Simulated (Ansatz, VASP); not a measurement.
# SrCl2: VASP beside Ansatz

Contents of INCAR:

```
  ALGO = Normal
  EDIFF = 1E-7
  ENCUT = 520
  GGA = PE
  ISIF = 2
  ISMEAR = 0
  LASPH = T
  LCHARG = F
  LREAL = F
  LWAVE = F
  NBANDS = 19
  NELM = 100
  PREC = Accurate
  SIGMA = 0.05
```

Contents of KPOINTS:

```
k-points
0
Gamma
  8 8 8
```

File POSCAR:

```
SrCl2
1.0
    0.0000000000      3.5669350305      3.5669350305
    3.5669350305      0.0000000000      3.5669350305
    3.5669350305      3.5669350305      0.0000000000
Sr Cl
1 2
Direct
    0.0000000000      0.0000000000      0.0000000000
    0.2500000000      0.2500000000      0.2500000000
    0.7500000000      0.7500000000      0.7500000000
```

Input for Ansatz:

```yaml
crystal:
  lattice:
    - [0.0, 3.5669350305, 3.5669350305]
    - [3.5669350305, 0.0, 3.5669350305]
    - [3.5669350305, 3.5669350305, 0.0]
  atoms:
    - { symbol: Sr, position: [0.0, 0.0, 0.0] }
    - { symbol: Cl, position: [0.25, 0.25, 0.25] }
    - { symbol: Cl, position: [0.75, 0.75, 0.75] }
basis:
  ecutwfc: 420
  ecutrho_ratio: 4
kpoints:
  mp_grid: { grid: [8, 8, 8] }
hamiltonian:
  xc: pbe
scf:
  occupations: { method: gaussian, width: 0.05 }
output:
  forces: true
  stress: true
  eigenvalues: true
```

Alike in both runs: task single point; functional PBE; k mesh 8 × 8 × 8; occupations gaussian, width 0.05 eV; no spin polarisation.

```csv
,VASP,Ansatz
version,VASP 6.6.1,Ansatz 0.2.0
potentials or method,"VASP PAW PBE potentials, release 64 (Sr_sv, Cl), cutoff 520 eV","scalar-relativistic, plane waves, PAW"
valence electrons in the cell,24,24
```

Ansatz gave:

| Quantity | Value |
| --- | --- |
| gap on the k mesh at the Fermi level (eV) | 5.09 |
| least direct gap on the mesh (eV) | 5.40 |
| pressure (GPa) | -1.2 |

What did VASP give for the same quantities?

gap on the k mesh at the Fermi level (eV): 5.08; least direct gap on the mesh (eV): 5.39; pressure (GPa): -1.2.

The functional is the same, so the differences come from potentials, cutoffs and numerics.
